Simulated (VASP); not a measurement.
# Zn (P6_3/mmc) in VASP: notebook

Zn is run at these levels: LDA; tasks: relaxation of cell and atoms.

Program: VASP 6.6.1. These are calculated values, not measurements. Logs are shortened: lines on timing, memory, paths and dates and some standing lists are left out, and cuts for length are marked.

### Step 1. The cell of the first run

It takes space group P6_3/mmc (No. 194, hexagonal). Conventional cell: a = 2.670 Å, b = 2.670 Å, c = 4.966 Å, α = 90.00°, β = 90.00°, γ = 120.00°. Within 3.5 Å of Zn (site symmetry -6m2) lie 12 Zn at 2.67 to 2.92 Å.

### Step 2. Relaxation of cell and atoms, LDA

INCAR reads:

```
SYSTEM = Zn
ALGO = Normal
EDIFF = 1E-6
EDIFFG = -0.01
ENCUT = 600
IBRION = 2
ISIF = 3
ISMEAR = -1
LASPH = .TRUE.
LCHARG = .FALSE.
LREAL = .FALSE.
LWAVE = .FALSE.
NELM = 80
NSW = 80
PREC = Accurate
SIGMA = 0.05
```

KPOINTS reads:

```
k-points
0
G
  7 7 4
  0 0 0
```

POSCAR reads:

```
Zn
1.0
    2.6700000000      0.0000000000      0.0000000000
   -1.3350000000      2.3122878300      0.0000000000
    0.0000000000      0.0000000000      4.9660000000
Zn
2
Direct
    0.3333333333      0.6666666667      0.2500000000
    0.6666666667      0.3333333333      0.7500000000
```

Potentials or basis: VASP PAW LDA potentials, release 64 (Zn).

Command:

```bash
> cat potpaw_LDA.64/Zn/POTCAR > POTCAR
> mpirun -np 1 vasp_std > vasp.out
```

OUTCAR:

```text
SYSTEM = Zn
   EDIFF = 1E-6
   EDIFFG = -0.01
   ENCUT = 600
   IBRION = 2
   ISIF = 3
   ISMEAR = -1
   LASPH = .TRUE.
   LREAL = .FALSE.
   NELM = 80
   NSW = 80
   PREC = Accurate

 ion  position               nearest neighbor table
   1  0.333  0.667  0.250-   2 2.92   2 2.92   2 2.92   2 2.92   2 2.92   2 2.92
   2  0.667  0.333  0.750-   1 2.92   1 2.92   1 2.92   1 2.92   1 2.92   1 2.92

  LATTYP: Found a hexagonal cell.
 ALAT       =     2.6700000000
 C/A-ratio  =     1.8599250936

  Lattice vectors:

 A1 = (   2.6700000000,   0.0000000000,   0.0000000000)
 A2 = (  -1.3350000000,   2.3122878300,   0.0000000000)
 A3 = (   0.0000000000,   0.0000000000,   4.9660000000)

Analysis of symmetry for initial positions (statically):
=====================================================================
 Subroutine PRICEL returns:
 Original cell was already a primitive cell.

 Routine SETGRP: Setting up the symmetry group for a
 hexagonal supercell.

 Subroutine GETGRP returns: Found 24 space group operations
 (whereof 12 operations were pure point group operations)
 out of a pool of 24 trial point group operations.

The static configuration has the point symmetry D_3d.
 The point group associated with its full space group is D_6h.

Analysis of symmetry for dynamics (positions and initial velocities):
=====================================================================
 Subroutine PRICEL returns:
 Original cell was already a primitive cell.

 Routine SETGRP: Setting up the symmetry group for a
 hexagonal supercell.

 Subroutine GETGRP returns: Found 24 space group operations
 (whereof 12 operations were pure point group operations)
 out of a pool of 24 trial point group operations.

The dynamic configuration has the point symmetry D_3d.
 The point group associated with its full space group is D_6h.

 Subroutine INISYM returns: Found 24 space group operations
 (whereof 12 operations are pure point group operations),
 and found     1 'primitive' translations

----------------------------------------------------------------------------------------

                                     Primitive cell

  volume of cell :      30.6591

  direct lattice vectors                    reciprocal lattice vectors
     2.670000000  0.000000000  0.000000000     0.374531835  0.216236056  0.000000000
    -1.335000000  2.312287830  0.000000000     0.000000000  0.432472111  0.000000000
[... 87 lines left out ...]
   NSW    =     80    number of steps for IOM
   IBRION =      2    ionic relax: 0-MD 1-quasi-New 2-CG
   NFREE  =      1    steps in history (QN), initial steepest desc. (CG)
   ISIF   =      3    stress and relaxation
   ISYM   =      2    0-nonsym 1-usesym 2-fastsym
   POTIM  = 0.5000    time-step for ionic-motion
   TEBEG  =    0.0;   TEEND  =   0.0 temperature during run
   PSTRESS=    0.0 pullay stress
   NELECT =      24.0000    total number of electrons
   NUPDOWN=      -1.0000    fix difference up-down
   EMIN   =  10.00;   EMAX   =-10.00  energy-range for DOS
   EFERMI =   0.00;   METHOD = LEGACY
   ISMEAR =    -1;   SIGMA  =   0.05  broadening in eV -4-tet -1-fermi 0-gaus
   EFERMI_NEDOS =   21; number of points for ismear=-14 and -15
   IALGO  =     38    algorithm
   IMIX   =      4    mixing-type and parameters
     AMIX     =   0.40;   BMIX     =  1.00
     AMIX_MAG =   1.60;   BMIX_MAG =  1.00
  volume/ion in A,a.u.               =      15.33       103.45
  Fermi-wavevector in a.u.,A,eV,Ry     =   1.508778  2.851177 30.972445  2.276410
  Thomas-Fermi vector in A             =   2.619187
   LORBIT       =      0    0 simple, 1 ext, 2 COOP (PROOUT), +10 PAW based schemes
   GGA     = CA    functional components
   LHFCALC =     F    Hartree Fock is set to
   AEXX    =    0.0000 exact exchange contribution
   IVDW    =     0    specifies the selected vdW correction
   LEPSILON=     F    determine dielectric tensor
   LRPA    =     F    only Hartree local field effects (RPA)
 conjugate gradient relaxation of ions
 non-spin polarized calculation
  energy-cutoff  :      600.00
  volume of cell :       30.66
 maximum number of plane-waves:      1051
 NGX is ok and might be reduce to    24
   NGX = 11   NGY = 11   NGZ = 19

--------------------------------------- Ionic step        1  -------------------------------------------

 number of electron      24.0000003 magnetization

 Free energy of the ion-electron system (eV)
  ---------------------------------------------------
  ext. energy  EPLUGINS =         0.00000000
  ---------------------------------------------------
  free energy    TOTEN  =        -3.71403615 eV

  energy without entropy =       -3.71152597  energy(sigma->0) =       -3.71278106

------------------------ aborting loop because EDIFF is reached ----------------------------------------

  FORCE on cell =-STRESS in cart. coord.  units (eV):
  Direction    XX          YY          ZZ          XY          YZ          ZX
  --------------------------------------------------------------------------------------
  -------------------------------------------------------------------------------------
  Total       -1.9909673     -1.9909673     -1.2650067      0.0000000     -0.0000000     -0.0000000
  in kB     -104.0434748   -104.0434749    -66.1064038      0.0000000     -0.0000000     -0.0000000
  external PRESSURE =     -91.3977845 kB  Pullay stress =       0.0000000 kB
[... 89 lines left out ...]
  FREE ENERGIE OF THE ION-ELECTRON SYSTEM (eV)
  ---------------------------------------------------
  free  energy   TOTEN  =        -3.8201793957 eV

  energy  without entropy=       -3.8169522404  energy(sigma->0) =       -3.81856582

[... ionic steps 4 to 7 ...]

--------------------------------------- Ionic step        8  -------------------------------------------

 number of electron      23.9999986 magnetization

------------------------ aborting loop because EDIFF is reached ----------------------------------------
[... 67 lines left out ...]
--------------------------------------- Ionic step       10  -------------------------------------------

 number of electron      23.9999987 magnetization

 Free energy of the ion-electron system (eV)
  ---------------------------------------------------
  ext. energy  EPLUGINS =         0.00000000
  ---------------------------------------------------
  free energy    TOTEN  =        -3.82168657 eV

  energy without entropy =       -3.81892470  energy(sigma->0) =       -3.82030563

 E-fermi :   3.8682     XC(G=0): -12.4640

 val. band max:        3.7679652929   @ k =   0.2857   0.1429   0.0000
 cond. band min:       3.9340311902   @ k =   0.0000   0.0000   0.2500
 fundamental gap:      0.1660658973
 Fermi energy:         3.8682267169

 k-point     1 :       0.0000    0.0000    0.0000
  band No.  band energies     occupation
      1      -7.5972      2.00000
      2      -5.5236      2.00000
      3      -4.6641      2.00000
      4      -4.3673      2.00000
      5      -4.3673      2.00000
      6      -4.3071      2.00000
[... 474 lines left out ...]
  FREE ENERGIE OF THE ION-ELECTRON SYSTEM (eV)
  ---------------------------------------------------
  free  energy   TOTEN  =        -3.8216865657 eV

  energy  without entropy=       -3.8189246956  energy(sigma->0) =       -3.82030563

 reached required accuracy - stopping structural energy minimisation
```

CONTCAR:

```text
Zn
   1.00000000000000
     2.5661032537674693    0.0000000000000000   -0.0000000000000000
    -1.2830516268837346    2.2223106081704924    0.0000000000000000
     0.0000000000000000    0.0000000000000000    4.7922419894307593
  Zn
     2
Direct
     0.3333333332999970    0.6666666667000030    0.2500000000000000
     0.6666666667000030    0.3333333332999970    0.7500000000000000

  0.00000000E+00  0.00000000E+00  0.00000000E+00
  0.00000000E+00  0.00000000E+00  0.00000000E+00
```

Wall time 24 s (1 thread of Intel Xeon 6975P-C (Granite Rapids), shared host); peak memory 0.14 GiB.

What came out:

```
Free energy                            : -3.8217 eV
Relaxed volume                         : 13.66 Å³/atom
Relaxed cell                           : a = 2.566 Å, b = 2.566 Å, c = 4.792 Å, α = 90.00°, β = 90.00°, γ = 120.00°
Space group after relaxing (to 0.05 Å) : P6_3/mmc (No. 194)
Energy gained by relaxing              : 53.8 meV/atom
Ionic steps                            : 10
Pressure after relaxing                : 0.0 GPa
Band gap on the k mesh                 : zero (band 12 reaches 5.23 eV, above the bottom of band 13 at 0.62 eV)
```

The path:
```
step  energy change (eV)  largest force (eV/Å)  pressure (GPa)  volume (Å³)
   1              0.0000                0.0000           -9.14        30.66
   2             -0.1023                0.0000            1.45        26.94
   3             -0.1061                0.0000            0.06        27.39
   4             -0.1062                0.0000           -0.16        27.47
   5             -0.1062                0.0000           -0.41        27.53
   6             -0.1075                0.0000           -0.30        27.44
   7             -0.1076                0.0000           -0.28        27.40
   8             -0.1076                0.0000           -0.11        27.39
   9             -0.1076                0.0000           -0.18        27.39
  10             -0.1077                0.0000            0.04        27.33
```

Final structure:
```xyz
2
Lattice="2.5661 0.0000 0.0000 -1.2831 2.2223 0.0000 0.0000 0.0000 4.7922" Properties=species:S:1:pos:R:3 pbc="T T T"
Zn    0.0000    1.4815    1.1981
Zn    1.2831    0.7408    3.5942
```

Levels at points of the mesh, in eV from the Fermi level:
```
           k point  band 9  band 10  band 11  band 12  band 13  band 14  band 15  band 16
(0.00, 0.00, 0.00)   -7.77    -7.52    -7.52    -4.37    -3.25    14.14    18.11    18.70
(0.00, 0.00, 0.50)   -7.62    -7.62    -7.62    -7.62     4.63     4.63    20.10    20.10
```

Caveat: the k points lie up to 0.40 Å⁻¹ apart in the final cell; the volume moved by -11 % from the deposited cell, more than functionals usually miss.

### Step 3. Relaxation of cell and atoms, LDA, target pressure 20 GPa, at which the enthalpy is minimised

INCAR reads:

```
SYSTEM = Zn
PREC = Accurate
ENCUT = 600
EDIFF = 1E-6
ISMEAR = -1
SIGMA = 0.05
LREAL = .False.
LASPH = .True.
NELM = 100
ALGO = Normal
ISIF = 3
LWAVE = .False.
LCHARG = .False.
GGA = CA
IBRION = 2
NSW = 80
EDIFFG = -0.01
PSTRESS = 200.0
```

KPOINTS reads:

```
regular mesh
0
Gamma
  7 7 4
  0 0 0
```

POSCAR is that of step 2.

Potentials or basis: VASP PAW LDA potentials, release 64 (Zn).

Command:

```bash
> cat potpaw_LDA.64/Zn/POTCAR > POTCAR
> mpirun -np 1 vasp_std > vasp.out
```

Run time: 47 s. Hardware: 1 thread of Intel Xeon 6975P-C (Granite Rapids), shared host; peak memory 0.15 GiB.

Results (log left out):

* Free energy: -3.6085 eV
* Relaxed volume: 11.78 Å³/atom
* Relaxed cell: a = 2.498 Å, b = 2.498 Å, c = 4.360 Å, α = 90.00°, β = 90.00°, γ = 120.00°
* Space group after relaxing (to 0.05 Å): P6_3/mmc (No. 194)
* Energy change on relaxing (the enthalpy is what falls): +52.8 meV/atom
* Ionic steps: 17
* Pressure after relaxing: 20.0 GPa
* Band gap on the k mesh: zero (band 12 reaches 6.19 eV, above the bottom of band 13 at 3.02 eV)

Step by step:
```tsv
step	energy change (eV)	largest force (eV/Å)	pressure (GPa)	volume (Å³)
1	0.0000	0.0000	-9.14	30.66
2	1.2122	0.0000	76.64	19.87
3	0.0546	0.0000	17.69	24.16
4	0.0775	0.0000	19.77	23.97
5	0.0856	0.0000	19.93	23.78
6	0.0913	0.0000	20.02	23.73
7	0.1021	0.0000	20.04	23.62
8	0.1315	0.0000	21.15	23.39
9	0.1092	0.0000	20.37	23.54
10	0.1184	0.0000	20.74	23.46
11	0.1141	0.0000	20.62	23.50
12	0.1154	0.0000	20.82	23.49
13	0.0872	0.0000	18.64	23.72
14	0.1060	0.0000	20.03	23.56
15	0.1062	0.0000	20.04	23.56
16	0.1054	0.0000	19.84	23.56
17	0.1055	0.0000	19.96	23.56
```

Final structure:
```cif
data_structure
_symmetry_space_group_name_H-M 'P 1'
_symmetry_Int_Tables_number 1
_cell_length_a 2.4981
_cell_length_b 2.4981
_cell_length_c 4.3600
_cell_angle_alpha 90.000
_cell_angle_beta 90.000
_cell_angle_gamma 120.000
_cell_volume 23.56
loop_
_atom_site_label
_atom_site_type_symbol
_atom_site_fract_x
_atom_site_fract_y
_atom_site_fract_z
_atom_site_occupancy
Zn1 Zn 0.33333 0.66667 0.25000 1
Zn2 Zn 0.66667 0.33333 0.75000 1
```

Levels at points of the mesh, in eV from the Fermi level:
```tsv
k point	band 9	band 10	band 11	band 12	band 13	band 14	band 15	band 16
(0.00, 0.00, 0.00)	-8.72	-8.28	-8.28	-5.29	-2.62	17.91	18.79	18.79
(0.00, 0.00, 0.50)	-8.44	-8.44	-8.44	-8.44	6.29	6.29	20.45	20.45
```

Caveat: the k points lie up to 0.41 Å⁻¹ apart in the final cell; the cell is relaxed towards a set pressure, so the enthalpy falls and the energy may rise; the volume moved by over 15 % at a fixed basis, so the end points are rough.

### Step 4. Relaxation of cell and atoms, LDA, target pressure 40 GPa, at which the enthalpy is minimised

INCAR reads:

```
PREC = Accurate ; ENCUT = 600
EDIFF = 1E-6 ; ISMEAR = -1
SIGMA = 0.05 ; LREAL = False
LASPH = True ; NELM = 80
ALGO = Normal ; ISIF = 3
LWAVE = False ; LCHARG = False
IBRION = 2 ; NSW = 80
EDIFFG = -0.01 ; PSTRESS = 400.0
```

KPOINTS reads:

```
regular mesh
0
Gamma
  7 7 4
```

POSCAR is that of step 3.

Potentials or basis: VASP PAW LDA potentials, release 64 (Zn).

Command:

```bash
> cat potpaw_LDA.64/Zn/POTCAR > POTCAR
> mpirun -np 1 vasp_std > vasp.out
```

OUTCAR:

```text
PREC = Accurate
   ENCUT = 600
   EDIFF = 1E-6
   ISMEAR = -1
   LREAL = False
   LASPH = True
   NELM = 80
   ISIF = 3
   IBRION = 2
   NSW = 80
   EDIFFG = -0.01
   PSTRESS = 400.0

 ion  position               nearest neighbor table
   1  0.333  0.667  0.250-   2 2.92   2 2.92   2 2.92   2 2.92   2 2.92   2 2.92
   2  0.667  0.333  0.750-   1 2.92   1 2.92   1 2.92   1 2.92   1 2.92   1 2.92

  LATTYP: Found a hexagonal cell.
 ALAT       =     2.6700000000
 C/A-ratio  =     1.8599250936

  Lattice vectors:

 A1 = (   2.6700000000,   0.0000000000,   0.0000000000)
 A2 = (  -1.3350000000,   2.3122878300,   0.0000000000)
 A3 = (   0.0000000000,   0.0000000000,   4.9660000000)
[... 184 lines left out ...]
  -------------------------------------------------------------------------------------
  Total       -1.9909673     -1.9909673     -1.2650067      0.0000000     -0.0000000     -0.0000000
  in kB     -104.0434748   -104.0434749    -66.1064038      0.0000000     -0.0000000     -0.0000000
  external PRESSURE =    -491.3977845 kB  Pullay stress =     400.0000000 kB
[... 1023 lines left out ...]
  energy  without entropy=       -3.4661859652  energy(sigma->0) =       -3.46767783

  enthalpy is  TOTEN    =         2.2390454034 eV   P V=        5.7082150903

[... ionic steps 4 to 10 ...]

--------------------------------------- Ionic step       11  -------------------------------------------

 number of electron      23.9999999 magnetization

------------------------ aborting loop because EDIFF is reached ----------------------------------------
[... 71 lines left out ...]
--------------------------------------- Ionic step       13  -------------------------------------------

 number of electron      24.0000000 magnetization

 Free energy of the ion-electron system (eV)
  ---------------------------------------------------
  ext. energy  EPLUGINS =         0.00000000
  ---------------------------------------------------
  free energy    TOTEN  =        -3.26568876 eV

  energy without entropy =       -3.26387122  energy(sigma->0) =       -3.26477999

 E-fermi :   6.4570     XC(G=0): -13.8186

 val. band max:        6.3376986906   @ k =   0.2857   0.2857   0.2500
 cond. band min:       6.8359943452   @ k =   0.2857   0.1429   0.0000
 fundamental gap:      0.4982956546
 Fermi energy:         6.4570097621
[... 487 lines left out ...]
  energy  without entropy=       -3.2638712217  energy(sigma->0) =       -3.26477999

  enthalpy is  TOTEN    =         2.1479777921 eV   P V=        5.4136665511

 reached required accuracy - stopping structural energy minimisation
```

OSZICAR:

```text
N       E                     dE             d eps       ncg     rms          rms(c)
DAV:   1     0.101415899654E+03    0.10142E+03   -0.13939E+04   792   0.261E+03
DAV:   2    -0.891529714909E+00   -0.10231E+03   -0.10027E+03   784   0.314E+02
DAV:   3    -0.395935061120E+01   -0.30678E+01   -0.30640E+01   968   0.662E+01
DAV:   4    -0.396926341715E+01   -0.99128E-02   -0.99122E-02   936   0.380E+00
[... 105 lines left out ...]
  12 F= 0.21479789E+01 E0= 0.21488878E+01  d E =-.112477E-03
       N       E                     dE             d eps       ncg     rms          rms(c)
DAV:   1    -0.326569866607E+01    0.90818E-03   -0.10308E-04   776   0.232E-01    0.224E-02
DAV:   2    -0.326568969247E+01    0.89736E-05   -0.28053E-05   800   0.140E-01    0.750E-03
DAV:   3    -0.326568875895E+01    0.93352E-06   -0.36557E-07   440   0.976E-03
  13 F= 0.21479778E+01 E0= 0.21488866E+01  d E =-.113569E-03
```

Wall time 38 s (1 thread of Intel Xeon 6975P-C (Granite Rapids), shared host); peak memory 0.16 GiB.

Results:

- Free energy: -3.2657 eV
- Relaxed volume: 10.84 Å³/atom
- Relaxed cell: a = 2.435 Å, b = 2.435 Å, c = 4.224 Å, α = 90.00°, β = 90.00°, γ = 120.00°
- Space group after relaxing (to 0.05 Å): P6_3/mmc (No. 194)
- Energy change on relaxing (the enthalpy is what falls): +224.2 meV/atom
- Ionic steps: 13
- Pressure after relaxing: 40.1 GPa
- Band gap on the k mesh: zero (band 12 reaches 7.06 eV, above the bottom of band 13 at 4.11 eV)

Stress tensor (GPa, compression positive):
```
40.14  0.00  0.00
 0.00 40.14  0.00
 0.00  0.00 39.91
```

Step by step:
| step | energy change (eV) | largest force (eV/Å) | pressure (GPa) | volume (Å³) |
| --- | --- | --- | --- | --- |
| 1 | 0.0000 | 0.0000 | -9.14 | 30.66 |
| 2 | 7.7513 | 0.0000 | 361.58 | 14.17 |
| 3 | 0.2449 | 0.0000 | 29.98 | 22.86 |
| 4 | 0.3406 | 0.0000 | 35.29 | 22.40 |
| 5 | 0.4262 | 0.0000 | 39.67 | 22.03 |
| 6 | 0.4371 | 0.0000 | 39.44 | 21.79 |
| 7 | 0.5614 | 0.0000 | 43.69 | 21.38 |
| 8 | 0.4564 | 0.0000 | 40.53 | 21.65 |
| 9 | 0.4638 | 0.0000 | 40.72 | 21.62 |
| 10 | 0.4615 | 0.0000 | 40.50 | 21.63 |
| 11 | 0.4340 | 0.0000 | 39.18 | 21.74 |
| 12 | 0.4474 | 0.0000 | 39.95 | 21.69 |
| 13 | 0.4483 | 0.0000 | 40.06 | 21.68 |

Final structure:
```
CELL_PARAMETERS angstrom
2.43476 0.00000 0.00000
-1.21738 2.10857 0.00000
0.00000 0.00000 4.22375
ATOMIC_POSITIONS crystal
Zn 0.33333 0.66667 0.25000
Zn 0.66667 0.33333 0.75000
```

Levels at points of the mesh, in eV from the Fermi level:
```csv
k point,band 10,band 11,band 12,band 13,band 14,band 15
"(0.00, 0.00, 0.00)",-8.47,-8.47,-5.74,-2.35,19.15,19.89
"(0.00, 0.00, 0.50)",-8.65,-8.65,-8.65,6.89,6.89,21.06
```

Caveat: the k points lie up to 0.43 Å⁻¹ apart in the final cell; the cell is relaxed towards a set pressure, so the enthalpy falls and the energy may rise; the volume moved by over 15 % at a fixed basis, so the end points are rough.

### Step 5. Overview

```tsv
cell	gap on the mesh (eV)	pressure (GPa)
relaxed	none	0.0
relaxed to 20 GPa	none	20.0
relaxed to 40 GPa	none	40.1
```

Alike in all rows: task relaxation of cell and atoms; level LDA; potentials or basis VASP PAW LDA potentials, release 64 (Zn); no spin polarisation; k mesh 7 × 7 × 4; cutoff (eV) 600; smearing fermi-dirac 0.05 eV.

Caveats: all runs use coarse meshes; the cell is relaxed towards a set pressure, so the enthalpy falls and the energy may rise (some runs); the volume moved by over 15 % at a fixed basis, so the end points are rough (some runs); the volume moved by -11 % from the deposited cell, more than functionals usually miss (some runs).

Absolute energies hang on the potentials; compare differences alone.
